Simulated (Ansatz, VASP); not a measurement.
# Two plane-wave programs on WS2

The input INCAR:

```
PREC     = Accurate       # precision mode
ENCUT    = 520            # plane-wave cutoff, eV
EDIFF    = 1E-6           # SCF threshold, eV
ISMEAR   = -1             # smearing method
SIGMA    = 0.02           # smearing width, eV
LREAL    = False          # projectors in reciprocal space
LASPH    = True           # aspherical terms in the spheres
NELM     = 60             # most SCF steps
ALGO     = Normal         # electronic algorithm
ISIF     = 2              # what is computed and relaxed
LWAVE    = False          # write WAVECAR
LCHARG   = False          # write CHGCAR
GGA      = PE             # functional
NBANDS   = 35             # bands
```

Contents of KPOINTS:

```
Automatic mesh
0
Gamma
  12 12 2
```

Contents of POSCAR:

```
WS2
1.0
    3.1699447676      0.0000000000      0.0000000000
   -1.5849723838      2.7452526973      0.0000000000
    0.0000000000      0.0000000000     12.4911938316
W S
2 4
Direct
    0.6666666667      0.3333333333      0.2500000000
    0.3333333333      0.6666666667      0.7500000000
    0.6666666667      0.3333333333      0.6248928680
    0.3333333333      0.6666666667      0.3751071320
    0.6666666667      0.3333333333      0.8751071320
    0.3333333333      0.6666666667      0.1248928680
```

Input for Ansatz:

```yaml
crystal:
  lattice:
    - [3.1699447676, 0.0, 0.0]
    - [-1.5849723838, 2.7452526973, 0.0]
    - [0.0, 0.0, 12.4911938316]
  atoms:
    - { symbol: W, position: [0.6666666667, 0.3333333333, 0.25] }
    - { symbol: W, position: [0.3333333333, 0.6666666667, 0.75] }
    - { symbol: S, position: [0.6666666667, 0.3333333333, 0.624892868] }
    - { symbol: S, position: [0.3333333333, 0.6666666667, 0.375107132] }
    - { symbol: S, position: [0.6666666667, 0.3333333333, 0.875107132] }
    - { symbol: S, position: [0.3333333333, 0.6666666667, 0.124892868] }
kpoints:
  mp_grid: { grid: [12, 12, 2] }
  band_path:
    path:
      - [[0.0, 0.0, 0.0], [0.5, 8.679790852024e-17, 0.0], [0.3333333333333, 0.3333333333333, 0.0], [0.0, 0.0, 0.0], [0.0, 0.0, 0.5], [0.5, 8.679790852024e-17, 0.5], [0.3333333333333, 0.3333333333333, 0.5], [0.0, 0.0, 0.5]]
      - [[0.5, 8.679790852024e-17, 0.5], [0.5, 8.679790852024e-17, 0.0]]
      - [[0.3333333333333, 0.3333333333333, 0.5], [0.3333333333333, 0.3333333333333, 0.0]]
    npoints: 10
hamiltonian:
  xc: pbe
scf:
  occupations: { method: fermi_dirac, width: 0.02 }
  n_extra_bands: 5
output:
  forces: true
  stress: true
  eigenvalues: true
  write_density: true
  write_potential: true
  elf: true
  volumetric_format: npy
```

Alike in both runs: task single point; functional PBE; k mesh 12 × 12 × 2; occupations fermi-dirac, width 0.02 eV; no spin polarisation.

|  | VASP | Ansatz |
| --- | --- | --- |
| version | VASP 6.6.1 | Ansatz 0.2.0 |
| potentials or method | VASP PAW PBE potentials, release 64 (W_sv, S) | plane waves, PAW |
| plane-wave cutoff (eV) | 520 | 420 |
| valence electrons in the cell | 52 | 52 |

VASP gave:

- gap on the k mesh at the Fermi level (eV): 1.06
- pressure (GPa): 3.2
- traceless stress, the component that is largest in VASP (GPa): 0.92
- rms of the force components (eV/Å): 0.093

Q: Which values does Ansatz return?

A: gap on the k mesh at the Fermi level (eV): 1.05; pressure (GPa): 3.3; traceless stress, the component that is largest in VASP (GPa): 0.91; rms of the force components (eV/Å): 0.092.

Atom by atom the forces differ by 0.001 eV/Å (rms over components).

Spin-orbit coupling is off throughout.
